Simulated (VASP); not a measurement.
**C: single point with LDA**

C:

```
C
1.0
     1.22805   -2.12706    0.00000
     1.22805    2.12706    0.00000
     0.00000    0.00000    7.17327
C
4
Direct
  0.08338 0.91662 0.75314
  0.58338 0.41662 0.24686
  0.91662 0.08338 0.24686
  0.41662 0.58338 0.75314
```

```yaml
Program: VASP 6.6.1
Task: single point
Functional: LDA
Potentials_or_basis: VASP PAW LDA potentials, release 64 (C)
Cutoff: 520 eV
k_mesh: 18 × 18 × 6
Occupations: methfessel-paxton, width 0.2 eV
Spin: no spin polarisation
Dipole_correction: no
Further_INCAR_settings: ALGO = Normal; EDIFF = 1e-06; NBANDS = 16
```

```yaml
Pressure: -3.2 GPa
Largest_force: 0.026 eV/Å
```

Forces in eV/Å, atoms in the order of the input:
```
C    0.000  0.026 -0.003
C    0.000  0.026  0.003
C    0.000 -0.026  0.003
C    0.000 -0.026 -0.003
```

Stress tensor (GPa, compression positive):
```
-4.09  0.00  0.00
 0.00 -4.24  0.00
 0.00  0.00 -1.25
```

Run time: 3.9 min on 1 thread of Intel Xeon 8259CL, with other jobs on the host, peak memory 0.25 GiB.

Caveat: the cell stands under tension.
